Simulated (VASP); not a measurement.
# Al6H in VASP: further runs, part 3 of 3

VASP 6.6.1. Earlier steps stand in the parts before.

## (5) Single point, PBE

INCAR reads:

```
SYSTEM = Al6H
PREC = Accurate
ENCUT = 520
EDIFF = 1E-7
ISMEAR = 0
SIGMA = 0.1
LREAL = .False.
LASPH = .True.
NELM = 80
ALGO = Normal
ISIF = 2
LWAVE = .False.
LCHARG = .False.
LDIPOL = .True.
IDIPOL = 3
DIPOL = 0.5 0.5 0.291
GGA = PE
NBANDS = 32
```

KPOINTS reads:

```
Automatic mesh
0
Gamma
  5 5 1
  0 0 0
```

POSCAR reads:

```
Al6H
1.0
    5.7135165837      0.0000000000      0.0000000000
    0.0000000000      5.7135165837      0.0000000000
    0.0000000000      0.0000000000     22.1746954375
Al H
12 2
Direct
    0.2500000000      0.2500000000      0.1803857921
    0.2500000000      0.7500000000      0.1803857921
    0.7500000000      0.2500000000      0.1803857921
    0.7500000000      0.7500000000      0.1803857921
    0.0000000000      0.0000000000      0.2744050924
    0.0000000000      0.5000000000      0.2744050924
    0.5000000000      0.0000000000      0.2744050924
    0.5000000000      0.5000000000      0.2744050924
    0.2500000000      0.2500000000      0.3686497278
    0.2500000000      0.7500000000      0.3686497278
    0.7500000000      0.2500000000      0.3686497278
    0.7500000000      0.7500000000      0.3686497278
    0.0000000000     -0.0804233248      0.3889431294
    0.0000000000      0.0804233248      0.3889431294
```

Potentials or basis: VASP PAW PBE potentials, release 64 (Al, H).

Command:

```console
> cat potpaw_PBE.64/Al/POTCAR potpaw_PBE.64/H/POTCAR > POTCAR
> mpirun -np 1 vasp_std > vasp.out
```

OUTCAR:

```text
SYSTEM = Al6H
   PREC = Accurate
   ENCUT = 520
   EDIFF = 1E-7
   ISMEAR = 0
   LREAL = .False.
   LASPH = .True.
   NELM = 80
   ISIF = 2
   GGA = PE

 ion  position               nearest neighbor table
   1  0.250  0.250  0.180-   2 2.86   3 2.86   2 2.86   3 2.86   7 2.90   8 2.90   5 2.90   6 2.90

   2  0.250  0.750  0.180-   1 2.86   4 2.86   1 2.86   4 2.86   7 2.90   8 2.90   5 2.90   6 2.90

   3  0.750  0.250  0.180-   1 2.86   4 2.86   4 2.86   1 2.86   7 2.90   8 2.90   5 2.90   6 2.90
[... 4 lines left out ...]
                            11 2.91  12 2.91   9 2.91  10 2.91
   6  0.000  0.500  0.274-   5 2.86   8 2.86   5 2.86   8 2.86   1 2.90   2 2.90   3 2.90   4 2.90
                            11 2.91  12 2.91   9 2.91  10 2.91
   7  0.500  0.000  0.274-   5 2.86   8 2.86   8 2.86   5 2.86   1 2.90   2 2.90   3 2.90   4 2.90
                            11 2.91  12 2.91   9 2.91  10 2.91
   8  0.500  0.500  0.274-   6 2.86   7 2.86   7 2.86   6 2.86   1 2.90   2 2.90   3 2.90   4 2.90
                            11 2.91  12 2.91   9 2.91  10 2.91
   9  0.250  0.250  0.369-  14 1.78  11 2.86  10 2.86  10 2.86  11 2.86   6 2.91   7 2.91   8 2.91
[... 525 lines left out ...]
  Direction    XX          YY          ZZ          XY          YZ          ZX
  --------------------------------------------------------------------------------------
  -------------------------------------------------------------------------------------
  Total       -4.8332037     -3.7156095      2.4904256      0.0000000      0.0000000      0.0000000
  in kB      -10.6974688     -8.2238656      5.5121306      0.0000000      0.0000000      0.0000000
  external PRESSURE =      -4.4697346 kB  Pullay stress =       0.0000000 kB

 VOLUME and BASIS-vectors are now :
 -----------------------------------------------------------------------------
  energy-cutoff  :      520.00
  volume of cell :      723.88
      direct lattice vectors                 reciprocal lattice vectors
     5.713516584  0.000000000  0.000000000     0.175023558  0.000000000  0.000000000
     0.000000000  5.713516584  0.000000000     0.000000000  0.175023558  0.000000000
     0.000000000  0.000000000 22.174695437     0.000000000  0.000000000  0.045096448

 POSITION                                       TOTAL-FORCE (eV/Angst)
 -----------------------------------------------------------------------------------
      1.42838      1.42838      4.00000        -0.034601     -0.034793     -0.027502
      1.42838      4.28514      4.00000        -0.034601      0.034793     -0.027502
      4.28514      1.42838      4.00000         0.034601     -0.034793     -0.027502
      4.28514      4.28514      4.00000         0.034601      0.034793     -0.027502
      0.00000      0.00000      6.08485         0.000000      0.000000     -0.452816
      0.00000      2.85676      6.08485         0.000000      0.000000     -0.073295
      2.85676      0.00000      6.08485         0.000000      0.000000     -0.049474
      2.85676      2.85676      6.08485         0.000000      0.000000     -0.034788
      1.42838      1.42838      8.17470         0.827332      0.820316     -0.259434
      1.42838      4.28514      8.17470         0.827332     -0.820316     -0.259434
      4.28514      1.42838      8.17470        -0.827332      0.820316     -0.259434
      4.28514      4.28514      8.17470        -0.827332     -0.820316     -0.259434
      0.00000      5.25402      8.62470         0.000000     -1.625608      0.879059
      0.00000      0.45950      8.62470         0.000000      1.625608      0.879059
 -----------------------------------------------------------------------------------
    total drift:                                0.000000     -0.000000      0.000033

  FREE ENERGIE OF THE ION-ELECTRON SYSTEM (eV)
  ---------------------------------------------------
  free  energy   TOTEN  =       -46.3288890647 eV

  energy  without entropy=      -46.3018446359  energy(sigma->0) =      -46.31536685

 vacuum level on the upper side and lower side of the slab         3.334         3.569
```

OSZICAR:

```text
N       E                     dE             d eps       ncg     rms          rms(c)
DAV:   1     0.138667962425E+03    0.13867E+03   -0.10943E+04   576   0.817E+02
DAV:   2    -0.368189370893E+02   -0.17549E+03   -0.16916E+03   808   0.144E+02
DAV:   3    -0.482979593694E+02   -0.11479E+02   -0.11189E+02   776   0.372E+01
[... 19 lines left out ...]
DAV:  23    -0.463288841989E+02   -0.82159E-05   -0.32128E-07   584   0.137E-03    0.401E-04
DAV:  24    -0.463288885106E+02   -0.43117E-05   -0.20642E-07   576   0.970E-04    0.165E-04
DAV:  25    -0.463288888687E+02   -0.35806E-06   -0.12995E-08   496   0.440E-04    0.768E-05
DAV:  26    -0.463288890478E+02   -0.17915E-06   -0.92428E-09   400   0.300E-04    0.755E-05
DAV:  27    -0.463288890647E+02   -0.16839E-07   -0.22767E-09   464   0.204E-04
   1 F= -.46328889E+02 E0= -.46315367E+02  d E =-.270444E-01
```

stdout:

```text
POSCAR found type information on POSCAR AlH
 POSCAR found :  2 types and      14 ions
 scaLAPACK will be used
 LDA part: xc-table for (Slater+PW92), standard interpolation
 POSCAR, INCAR and KPOINTS ok, starting setup
 FFT: planning ... GRIDC
 FFT: planning ... GRID_SOFT
 FFT: planning ... GRID
 WAVECAR not read
 entering main loop
```

Wall time 4.9 min (1 thread of Intel Xeon 6975P-C (Granite Rapids), shared host); peak memory 0.67 GiB.

Results:

```yaml
Free_energy: -46.3289 eV
Largest_force: 1.848 eV/Å
Band_gap_on_the_k_mesh: zero (band 19 reaches -0.60 eV, above the bottom of band 20 at -1.17 eV)
```

Forces on the atoms (eV/Å):
```
Al  -0.035 -0.035 -0.028
Al  -0.035  0.035 -0.028
Al   0.035 -0.035 -0.028
Al   0.035  0.035 -0.028
Al   0.000  0.000 -0.453
Al   0.000  0.000 -0.073
Al   0.000  0.000 -0.049
Al   0.000  0.000 -0.035
Al   0.827  0.820 -0.259
Al   0.827 -0.820 -0.259
Al  -0.827  0.820 -0.259
Al  -0.827 -0.820 -0.259
H    0.000 -1.626  0.879
H    0.000  1.626  0.879
```

## (6) Single point, PBE

INCAR reads:

```
SYSTEM = Al6H
  PREC = Accurate
  ENCUT = 520
  EDIFF = 1E-6
  ISMEAR = 0
  SIGMA = 0.1
  LREAL = .False.
  LASPH = .True.
  NELM = 60
  ALGO = Normal
  ISIF = 2
  LWAVE = .False.
  LCHARG = .True.
  LDIPOL = .True.
  IDIPOL = 3
  DIPOL = 0.5 0.5 0.295
  GGA = PE
  LELF = .True.
  LVHAR = .True.
  LVACPOTAV = .True.
  NBANDS = 32
```

KPOINTS reads:

```
regular mesh
0
Gamma
  5 5 1
  0 0 0
```

Edit POSCAR of step 5 so:

```diff
@@ -20,3 +20,3 @@
     0.7500000000      0.7500000000      0.3686497278
-    0.0000000000     -0.0804233248      0.3889431294
-    0.0000000000      0.0804233248      0.3889431294
+    0.0000000000     -0.0804233248      0.4178048562
+    0.0000000000      0.0804233248      0.4178048562
```

Potentials or basis: VASP PAW PBE potentials, release 64 (Al, H).

Command:

```console
> cat potpaw_PBE.64/Al/POTCAR potpaw_PBE.64/H/POTCAR > POTCAR
> mpirun -np 1 vasp_std > vasp.out
```

Run time: 4.7 min. Hardware: 1 thread of Intel Xeon 6975P-C (Granite Rapids), shared host; peak memory 0.66 GiB.

Results (log left out):

* Free energy: -47.0810 eV
* Largest force: 0.561 eV/Å
* Band gap on the k mesh: zero (band 19 reaches -0.24 eV, above the bottom of band 20 at -1.04 eV)

Forces on the atoms (eV/Å):
```
Al  -0.023  0.002  0.033
Al  -0.023 -0.002  0.033
Al   0.023  0.002  0.033
Al   0.023 -0.002  0.033
Al   0.000  0.000  0.122
Al   0.000  0.000 -0.024
Al   0.000  0.000 -0.060
Al   0.000  0.000  0.008
Al   0.360  0.398 -0.164
Al   0.360 -0.398 -0.164
Al  -0.360  0.398 -0.164
Al  -0.360 -0.398 -0.164
H    0.000 -0.393  0.239
H    0.000  0.393  0.239
```

Levels at points of the mesh, in eV from the Fermi level:
```csv
k point,band 17,band 18,band 19,band 20,band 21,band 22
"(0.00, 0.00, 0.00)",-1.04,-0.80,-0.42,-0.23,-0.13,-0.12
```
